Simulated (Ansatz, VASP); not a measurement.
# SnO2: VASP beside Ansatz

```xyz
6
Lattice="4.7056 0.0000 0.0000 0.0000 4.7056 0.0000 0.0000 0.0000 3.1650" Properties=species:S:1:pos:R:3 pbc="T T T"
Sn    0.0000    0.0000    0.0000
Sn    2.3528    2.3528    1.5825
O     1.4381    1.4381    0.0000
O     0.9147    3.7909    1.5825
O     3.2674    3.2674    0.0000
O     3.7909    0.9147    1.5825
```

Change from the starting cell: volume scaled by 0.98, crystal datasets.

Alike in both runs: task electric field gradients; functional LDA; k mesh 4 × 4 × 6; occupations fermi-dirac, width 0.03 eV; no spin polarisation.

|  | VASP | Ansatz |
| --- | --- | --- |
| version | VASP 6.6.1 | Ansatz 0.2.0 |
| potentials or method | VASP PAW LDA potentials, release 64 (Sn_d, O), cutoff 520 eV | all-electron PAW with datasets made for the crystal, scalar-relativistic |

VASP gave:

| Item | Value |
| --- | --- |
| gap on the k mesh at the Fermi level (eV) | 1.38 |
| pressure (GPa) | 4.6 |
| traceless stress, the component that is largest in VASP (GPa) | 1.53 |
| rms of the force components (eV/Å) | 0.011 |
| size of Vzz on the site where it differs most (V/Å²) | 102.6 |

Question: What did Ansatz give for the same quantities?

Answer: gap on the k mesh at the Fermi level (eV): 1.35; pressure (GPa): 3.6; traceless stress, the component that is largest in VASP (GPa): 1.23; rms of the force components (eV/Å): 0.001; size of Vzz on the site where it differs most (V/Å²): 101.2.

LDA's correlation is that of Perdew and Zunger in VASP and of Perdew and Wang (1992) in Ansatz. Atom by atom the forces differ by 0.011 eV/Å (rms over components). Ansatz ran all-electron here, and VASP with PAW potentials.
